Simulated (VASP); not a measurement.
ZnO: single point with LDA

Crystal: ZnO.

```
CELL_PARAMETERS angstrom
2.97686 0.00000 0.00000
-1.48843 2.57804 0.00000
0.00000 0.00000 5.12563
ATOMIC_POSITIONS crystal
Zn 0.00000 0.00000 0.00000
Zn 0.00000 0.00000 0.50000
O 0.33333 0.66667 0.25000
O 0.66667 0.33333 0.75000
```

| Property | Result |
| --- | --- |
| Program | VASP 6.6.1 |
| Task | single point |
| Functional | LDA |
| Potentials or basis | VASP PAW LDA potentials, release 64 (Zn, O) |
| Cutoff | 520 eV |
| k mesh | 12 × 12 × 6 |
| Occupations | gaussian, width 0.01 eV |
| Spin | no spin polarisation |

- Pressure: -5.7 GPa
- Band gap on the k mesh: 0.71 eV, direct

Stress tensor (GPa, compression positive):
```
-5.21  0.00  0.00
 0.00 -5.21  0.00
 0.00  0.00 -6.80
```

Levels at points of the mesh, in eV from the valence-band top:
```csv
k point,band 15,band 16,band 17,band 18,band 19,band 20,band 21,band 22
"(0.00, 0.00, 0.00)",-1.23,-1.23,0.00,0.00,0.71,5.52,8.53,13.80
"(0.50, 0.00, 0.00)",-3.51,-2.59,-0.80,-0.05,5.95,6.28,6.92,9.81
"(0.00, 0.00, 0.50)",-0.53,-0.53,-0.53,-0.53,3.77,3.77,10.86,10.86
"(0.50, 0.00, 0.50)",-1.43,-1.43,-1.20,-1.20,4.99,4.99,9.65,9.65
```

Wall time 44 s on 1 thread of Intel(R) Xeon(R) Platinum 8488C (Sapphire Rapids) (shared host), peak memory 0.18 GiB.
